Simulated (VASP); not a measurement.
Here is a VASP 6.6.1 calculation.

The input INCAR:

```
PREC = Accurate ; ENCUT = 600
EDIFF = 1E-7 ; ISMEAR = 0
SIGMA = 0.1 ; LREAL = False
LASPH = True ; NELM = 100
ALGO = Normal ; ISIF = 3
LWAVE = False ; LCHARG = False
GGA = PE ; IBRION = 2
NSW = 90 ; EDIFFG = -0.04
```

Contents of KPOINTS:

```
regular mesh
0
Gamma
  6 6 6
```

File POSCAR:

```
Mg3ZnC
1.0
   -2.0491455501      2.0491455501      5.0338555171
    2.0491455501     -2.0491455501      5.0338555171
    2.0491455501      2.0491455501     -5.0338555171
Mg Zn C
3 1 1
Direct
    0.8858000000      0.3858000000      0.5000000000
    0.3858000000      0.8858000000      0.5000000000
    0.7504000000      0.7504000000      0.0000000000
    0.1365000000      0.1365000000      0.0000000000
    0.5221000000      0.5221000000      0.0000000000
```

Potentials or basis: VASP PAW PBE potentials, release 64 (Mg, Zn, C).

Command:

```sh
$ cat potpaw_PBE.64/Mg/POTCAR potpaw_PBE.64/Zn/POTCAR potpaw_PBE.64/C/POTCAR > POTCAR
$ mpirun -np 1 vasp_std > vasp.out
```

What does it give for the band gap on the k mesh?

Zero (bands 11 and 12 overlap by 1.33 eV).

What does it give for the relaxed volume?

17.62 Å³/atom.

What does it give for the relaxed cell?

a = 5.569 Å, b = 5.569 Å, c = 5.569 Å, α = 133.94°, β = 133.94°, γ = 67.18°.

What does it give for the space group after relaxing (to 0.1 Å)?

I4mm (No. 107).

Stress tensor (GPa, compression positive):
```
-0.05  0.00  0.00
 0.00 -0.05  0.00
 0.00  0.00 -0.18
```
